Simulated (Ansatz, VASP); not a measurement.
Hf in VASP and in Ansatz

```xyz
1
Lattice="-1.8501 1.8501 1.7147 1.8501 -1.8501 1.7147 1.8501 1.8501 -1.7147" Properties=species:S:1:pos:R:3 pbc="T T T"
Hf    0.0000    0.0000    0.0000
```

Change from the starting cell: strain +0.025 along x and y, -0.050 along z, atoms carried along.

Alike in both runs: task single point; functional PBEsol; k mesh 18 × 18 × 18; occupations gaussian, width 0.15 eV; no spin polarisation.

|  | VASP | Ansatz |
| --- | --- | --- |
| version | VASP 6.6.1 | Ansatz 0.2.0 |
| potentials or method | VASP PAW PBE potentials, release 64 (Hf_pv), cutoff 520 eV | scalar-relativistic, plane waves, PAW |
| valence electrons in the cell | 10 | 26 |

```csv
,VASP,Ansatz,Ansatz less VASP
gap on the k mesh at the Fermi level (eV),none,none,-
pressure (GPa),-9.0,-8.7,+0.32
"traceless stress, the component that is largest in VASP (GPa)",-2.55,-2.52,+0.034
```

VASP's potentials were made for PBE, not for PBEsol. A gap of «none» marks a metal or a gap that the smearing closes. VASP's potentials hold 10 valence electrons a cell and Ansatz's 26, so a difference there can come from the potentials and not from the codes.

Neither program's run includes spin-orbit coupling.
